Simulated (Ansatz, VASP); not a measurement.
# W: VASP beside Ansatz

```
W
1.0
    -1.57723    1.57723    1.57723
     1.57723   -1.57723    1.57723
     1.57723    1.57723   -1.57723
W
1
Direct
  0.00000 0.00000 0.00000
```

Alike in both runs: functional PBEsol; k mesh 24 × 24 × 24; no spin polarisation.

Ansatz relaxed the structure, and its values are those at the end. VASP's run is a single point on that final structure, the one shown.

```csv
,VASP,Ansatz
version,VASP 6.6.1,Ansatz 0.2.0
potentials or method,"VASP PAW PBE potentials, release 64 (W_sv)","plane-wave PAW, scalar-relativistic"
plane-wave cutoff (eV),520,420
occupations,"methfessel-paxton of order 1, width 0.1 eV","cold, width 0.1 eV"
valence electrons in the cell,14,14
```

VASP gave:

```
pressure (GPa) : 0.6
```

Question: Which values does Ansatz return?

Answer: Pressure (GPa): 0.0.

VASP's potentials were made for PBE, not for PBEsol, and Ansatz warns of the same on its side.

Neither program's run includes spin-orbit coupling.
